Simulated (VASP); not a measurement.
# AlN (F-43m) in VASP: notebook

The runs below take AlN through single point, with r2SCAN, BHLYP.

Everything below comes from runs of VASP 6.6.1. Logs are shortened: lines on timing, memory, paths and dates and some standing lists are left out, and cuts for length are marked.

## Step 1: The cell of the first run

It takes space group F-43m (No. 216, cubic). Conventional cell: a = 4.425 Å, b = 4.425 Å, c = 4.425 Å, α = 90.00°, β = 90.00°, γ = 90.00°. Within 2.5 Å of Al (site symmetry -43m) lie 4 N at 1.92 Å. N (site symmetry -43m) has 4 Al at 1.92 Å within 2.5 Å.

## Step 2: Single point, r2SCAN

Contents of POSCAR:

```
AlN
1.0
    0.0000000000      2.2127336128      2.2127336128
    2.2127336128      0.0000000000      2.2127336128
    2.2127336128      2.2127336128      0.0000000000
Al N
1 1
Direct
    0.0000000000      0.0000000000      0.0000000000
    0.2500000000      0.2500000000      0.2500000000
```

Contents of INCAR.step1:

```
SYSTEM = AlN
ALGO = Normal
EDIFF = 1E-4
ENCUT = 520
GGA = PE
ISMEAR = -1
LASPH = .TRUE.
LCHARG = .FALSE.
LREAL = .FALSE.
LWAVE = .TRUE.
NBANDS = 11
NELM = 80
PREC = Accurate
SIGMA = 0.05
```

Contents of INCAR.step2:

```
SYSTEM = AlN
ALGO = Normal
EDIFF = 1E-7
ENCUT = 520
ISIF = 2
ISMEAR = -1
ISTART = 1
LASPH = .TRUE.
LCHARG = .TRUE.
LELF = .TRUE.
LMIXTAU = .TRUE.
LREAL = .FALSE.
LVHAR = .TRUE.
LWAVE = .FALSE.
METAGGA = R2SCAN
NBANDS = 11
NELM = 80
PREC = Accurate
SIGMA = 0.05
```

Contents of KPOINTS:

```
k-points
0
G
  10 10 10
  0 0 0
```

Potentials or basis: VASP PAW PBE potentials, release 64 (Al, N).

Started as:

```console
$ cat potpaw_PBE.64/Al/POTCAR potpaw_PBE.64/N/POTCAR > POTCAR
$ cp INCAR.step1 INCAR
$ mpirun -np 1 vasp_std > vasp.out
$ cp INCAR.step2 INCAR
$ mpirun -np 1 vasp_std > vasp.out
```

OUTCAR:

```text
SYSTEM = AlN
   EDIFF = 1E-7
   ENCUT = 520
   ISIF = 2
   ISMEAR = -1
   ISTART = 1
   LASPH = .TRUE.
   LREAL = .FALSE.
   METAGGA = R2SCAN
   NELM = 80
   PREC = Accurate

 ion  position               nearest neighbor table
   1  0.000  0.000  0.000-   2 1.92   2 1.92   2 1.92   2 1.92
   2  0.250  0.250  0.250-   1 1.92   1 1.92   1 1.92   1 1.92

  LATTYP: Found a face centered cubic cell.
 ALAT       =     4.4254672256

  Lattice vectors:

 A1 = (   0.0000000000,   2.2127336128,   2.2127336128)
 A2 = (   2.2127336128,   0.0000000000,   2.2127336128)
 A3 = (   2.2127336128,   2.2127336128,   0.0000000000)

Analysis of symmetry for initial positions (statically):
=====================================================================
 Subroutine PRICEL returns:
 Original cell was already a primitive cell.

 Routine SETGRP: Setting up the symmetry group for a
 face centered cubic supercell.

 Subroutine GETGRP returns: Found 24 space group operations
 (whereof 24 operations were pure point group operations)
 out of a pool of 48 trial point group operations.

The static configuration has the point symmetry T_d .

Analysis of symmetry for dynamics (positions and initial velocities):
=====================================================================
 Subroutine PRICEL returns:
 Original cell was already a primitive cell.

 Routine SETGRP: Setting up the symmetry group for a
 face centered cubic supercell.

 Subroutine GETGRP returns: Found 24 space group operations
 (whereof 24 operations were pure point group operations)
 out of a pool of 48 trial point group operations.

The dynamic configuration has the point symmetry T_d .

 Subroutine INISYM returns: Found 24 space group operations
 (whereof 24 operations are pure point group operations),
 and found     1 'primitive' translations

----------------------------------------------------------------------------------------

                                     Primitive cell

  volume of cell :      21.6679

  direct lattice vectors                    reciprocal lattice vectors
     0.000000000  2.212733613  2.212733613    -0.225964841  0.225964841  0.225964841
     2.212733613  0.000000000  2.212733613     0.225964841 -0.225964841  0.225964841
     2.212733613  2.212733613  0.000000000     0.225964841  0.225964841 -0.225964841

  length of vectors
     3.129277885  3.129277885  3.129277885     0.391382586  0.391382586  0.391382586

  position of ions in fractional coordinates (direct lattice)
     0.000000000  0.000000000  0.000000000
     0.250000000  0.250000000  0.250000000

  ion indices of the primitive-cell ions
   primitive index   ion index
                 1           1
                 2           2

----------------------------------------------------------------------------------------

 KPOINTS: k-points

Automatic generation of k-mesh.
 Grid dimensions read from file:
 generate k-points for:   10   10   10

 Generating k-lattice:

  Cartesian coordinates                     Fractional coordinates (reciprocal lattice)
    -0.022596484  0.022596484  0.022596484     0.100000000  0.000000000  0.000000000
     0.022596484 -0.022596484  0.022596484     0.000000000  0.100000000  0.000000000
     0.022596484  0.022596484 -0.022596484     0.000000000  0.000000000  0.100000000

  Length of vectors
     0.039138259  0.039138259  0.039138259

  Shift w.r.t. Gamma in fractional coordinates (k-lattice)
     0.000000000  0.000000000  0.000000000

 Subroutine IBZKPT returns following result:
 ===========================================

 Found     47 irreducible k-points:

 Following reciprocal coordinates:
            Coordinates               Weight
  0.000000  0.000000  0.000000      1.000000
  0.100000  0.000000  0.000000      8.000000
  0.200000  0.000000  0.000000      8.000000
  0.300000  0.000000  0.000000      8.000000
  0.400000  0.000000  0.000000      8.000000
  0.500000  0.000000  0.000000      4.000000
[... 16 lines left out ...]
  0.300000  0.300000  0.000000      6.000000
  0.400000  0.300000  0.000000     24.000000
 [... further k-points ...]
   k-points           NKPTS =     47   k-points in BZ     NKDIM =     47   number of bands    NBANDS=     11
   number of dos      NEDOS =    301   number of ions     NIONS =      2
   total plane-waves  NPLWV =  13824
   dimension x,y,z NGX =    24 NGY =   24 NGZ =   24
   dimension x,y,z NGXF=    48 NGYF=   48 NGZF=   48
   ions per type =               1   1
   NGX,Y,Z   is equivalent  to a cutoff of  12.75, 12.75, 12.75 a.u.
   NGXF,Y,Z  is equivalent  to a cutoff of  25.50, 25.50, 25.50 a.u.
 SYSTEM =  AlN
   PREC   = accura    normal or accurate (medium, high low for compatibility)
   ISTART =      1    job   : 0-new  1-cont  2-samecut
   ICHARG =      0    charge: 1-file 2-atom 10-const
   ISPIN  =      1    spin polarized calculation?
   LNONCOLLINEAR =      F non collinear calculations
   LSORBIT =      F    spin-orbit coupling
   LASPH  =      T    aspherical Exc in radial PAW
   ENCUT  =  520.0 eV  38.22 Ry    6.18 a.u.   5.82  5.82  5.82*2*pi/ulx,y,z
   NELM   =     80;   NELMIN=  2; NELMDL=  0     # of ELM steps
   EDIFF  = 0.1E-06   stopping-criterion for ELM
   LREAL  =      F    real-space projection
   EDIFFG = 0.1E-05   stopping-criterion for IOM
   NSW    =      0    number of steps for IOM
   IBRION =     -1    ionic relax: 0-MD 1-quasi-New 2-CG
   NFREE  =      0    steps in history (QN), initial steepest desc. (CG)
   ISIF   =      2    stress and relaxation
   ISYM   =      2    0-nonsym 1-usesym 2-fastsym
   POTIM  = 0.5000    time-step for ionic-motion
   TEBEG  =    0.0;   TEEND  =   0.0 temperature during run
   PSTRESS=    0.0 pullay stress
   NELECT =       8.0000    total number of electrons
   NUPDOWN=      -1.0000    fix difference up-down
   EMIN   =  10.00;   EMAX   =-10.00  energy-range for DOS
   EFERMI =   0.00;   METHOD = LEGACY
   ISMEAR =    -1;   SIGMA  =   0.05  broadening in eV -4-tet -1-fermi 0-gaus
   EFERMI_NEDOS =   21; number of points for ismear=-14 and -15
   IALGO  =     38    algorithm
   IMIX   =      4    mixing-type and parameters
     AMIX     =   0.40;   BMIX     =  1.00
     AMIX_MAG =   1.60;   BMIX_MAG =  1.00
  volume/ion in A,a.u.               =      10.83        73.11
  Fermi-wavevector in a.u.,A,eV,Ry     =   1.174444  2.219378 18.766775  1.379319
  Thomas-Fermi vector in A             =   2.310841
   LORBIT       =      0    0 simple, 1 ext, 2 COOP (PROOUT), +10 PAW based schemes
   METAGGA = R2SCAN    functional components
   LHFCALC =     F    Hartree Fock is set to
   AEXX    =    0.0000 exact exchange contribution
   IVDW    =     0    specifies the selected vdW correction
   LEPSILON=     F    determine dielectric tensor
   LRPA    =     F    only Hartree local field effects (RPA)
 non-spin polarized calculation
  energy-cutoff  :      520.00
  volume of cell :       21.67
 maximum number of plane-waves:       596
   NGX = 11   NGY = 11   NGZ = 11

 number of electron       8.0000002 magnetization

 Free energy of the ion-electron system (eV)
  ---------------------------------------------------
  ext. energy  EPLUGINS =         0.00000000
  ---------------------------------------------------
  free energy    TOTEN  =       -19.15922387 eV

  energy without entropy =      -19.15922387  energy(sigma->0) =      -19.15922387

 E-fermi :   6.4191     XC(G=0): -11.2422

 val. band max:        5.3336476069   @ k =   0.0000   0.0000   0.0000
 cond. band min:       9.2362638362   @ k =   0.5000   0.5000   0.0000
 fundamental gap:      3.9026162293
 Fermi energy:         6.4190526575

 k-point     1 :       0.0000    0.0000    0.0000
  band No.  band energies     occupation
      1     -10.1839      2.00000
      2       5.3336      2.00000
      3       5.3336      2.00000
      4       5.3336      2.00000
      5       9.8636      0.00000
      6      18.4561      0.00000
      7      18.4561      0.00000
      8      18.4561      0.00000
      9      23.5449      0.00000
     10      23.5449      0.00000
     11      25.1715      0.00000

 k-point     2 :       0.1000    0.0000    0.0000
  band No.  band energies     occupation
      1     -10.0442      2.00000
      2       4.5353      2.00000
      3       5.2819      2.00000
      4       5.2819      2.00000
      5      10.5310      0.00000
      6      18.0786      0.00000
      7      18.5918      0.00000
      8      18.5918      0.00000
      9      22.3461      0.00000
     10      22.3461      0.00000
     11      24.3834      0.00000

 k-point     3 :       0.2000    0.0000    0.0000
  band No.  band energies     occupation
      1      -9.6486      2.00000
      2       2.9447      2.00000
      3       5.1531      2.00000
      4       5.1531      2.00000
      5      11.6975      0.00000
      6      17.3005      0.00000
      7      18.5189      0.00000
      8      18.5189      0.00000
      9      21.8345      0.00000
     10      21.8345      0.00000
     11      23.4962      0.00000

 k-point     4 :       0.3000    0.0000    0.0000
  band No.  band energies     occupation
      1      -9.0821      2.00000
      2       1.3249      2.00000
      3       5.0049      2.00000
      4       5.0049      2.00000
      5      12.5902      0.00000
      6      16.5704      0.00000
      7      17.8491      0.00000
      8      17.8491      0.00000
      9      22.9311      0.00000
     10      22.9311      0.00000
     11      23.3022      0.00000

 k-point     5 :       0.4000    0.0000    0.0000
  band No.  band energies     occupation
      1      -8.5290      2.00000
      2       0.0836      2.00000
      3       4.8929      2.00000
      4       4.8929      2.00000
      5      13.0446      0.00000
      6      16.0615      0.00000
      7      17.2449      0.00000
      8      17.2449      0.00000
      9      23.7564      0.00000
     10      24.8285      0.00000
     11      24.8285      0.00000
[... 211 lines left out ...]
 k-point    21 :      -0.3000    0.2000    0.0000
  band No.  band energies     occupation
      1      -8.3814      2.00000
      2       0.8089      2.00000
      3       3.1775      2.00000
      4       4.8151      2.00000
      5      13.8266      0.00000
      6      14.8773      0.00000
      7      17.7225      0.00000
      8      18.1982      0.00000
      9      22.3787      0.00000
     10      24.7754      0.00000
     11      27.3364      0.00000

 k-point    22 :      -0.2000    0.2000    0.0000
  band No.  band energies     occupation
      1      -8.8953      2.00000
      2       1.6190      2.00000
      3       3.6739      2.00000
      4       5.0774      2.00000
      5      13.3792      0.00000
      6      15.8402      0.00000
      7      17.3403      0.00000
      8      18.3802      0.00000
      9      20.9367      0.00000
     10      24.5002      0.00000
     11      27.3588      0.00000

 k-point    23 :       0.3000    0.3000    0.0000
  band No.  band energies     occupation
      1      -8.7265      2.00000
      2       1.8392      2.00000
      3       4.1029      2.00000
      4       4.1029      2.00000
      5      11.2011      0.00000
      6      15.6375      0.00000
      7      17.7596      0.00000
      8      20.4877      0.00000
      9      20.4877      0.00000
     10      26.3116      0.00000
     11      29.7215      0.00000

 k-point    24 :       0.4000    0.3000    0.0000
  band No.  band energies     occupation
      1      -8.3015      2.00000
      2       1.2242      2.00000
      3       3.6557      2.00000
      4       3.9393      2.00000
      5      10.8070      0.00000
      6      15.4758      0.00000
      7      18.1473      0.00000
      8      20.5745      0.00000
      9      21.1121      0.00000
     10      27.3169      0.00000
     11      29.4978      0.00000

 [... further k-points ...]

------------------------ aborting loop because EDIFF is reached ----------------------------------------

  FORCE on cell =-STRESS in cart. coord.  units (eV):
  Direction    XX          YY          ZZ          XY          YZ          ZX
  --------------------------------------------------------------------------------------
  -------------------------------------------------------------------------------------
  Total       -1.0578450     -1.0578450     -1.0578450      0.0000000      0.0000000     -0.0000000
  in kB      -78.2195355    -78.2195355    -78.2195355      0.0000000      0.0000000     -0.0000000
  external PRESSURE =     -78.2195355 kB  Pullay stress =       0.0000000 kB

 VOLUME and BASIS-vectors are now :
 -----------------------------------------------------------------------------
  energy-cutoff  :      520.00
  volume of cell :       21.67
      direct lattice vectors                 reciprocal lattice vectors
     0.000000000  2.212733613  2.212733613    -0.225964841  0.225964841  0.225964841
     2.212733613  0.000000000  2.212733613     0.225964841 -0.225964841  0.225964841
     2.212733613  2.212733613  0.000000000     0.225964841  0.225964841 -0.225964841

 POSITION                                       TOTAL-FORCE (eV/Angst)
 -----------------------------------------------------------------------------------
      0.00000      0.00000      0.00000         0.000000      0.000000      0.000000
      1.10637      1.10637      1.10637        -0.000000     -0.000000     -0.000000
 -----------------------------------------------------------------------------------
    total drift:                                0.000002      0.000002      0.000002

  FREE ENERGIE OF THE ION-ELECTRON SYSTEM (eV)
  ---------------------------------------------------
  free  energy   TOTEN  =       -19.1592238703 eV

  energy  without entropy=      -19.1592238702  energy(sigma->0) =      -19.15922387
```

Wall time 37 s (1 thread of Intel Xeon Platinum 8488C (Sapphire Rapids), shared host); peak memory 0.14 GiB.

Results:

```
Free energy            : -19.1592 eV
Pressure               : -7.8 GPa
Band gap on the k mesh : 3.90 eV (least direct gap 4.53 eV)
```

Levels at points of the mesh, in eV from the valence-band top:
```
           k point  band 2  band 3  band 4  band 5  band 6  band 7
(0.00, 0.00, 0.00)    0.00    0.00    0.00    4.53   13.12   13.12
(0.50, 0.00, 0.00)   -5.73   -0.48   -0.48    7.84   10.54   11.69
(0.50, 0.50, 0.00)   -4.83   -1.76   -1.76    3.90    9.23   14.65
```

Caveat: the cell stands under tension; the PAW data sets were made with another functional, which shifts forces and pressure a little.

(Part 1 of 2 ends here.)
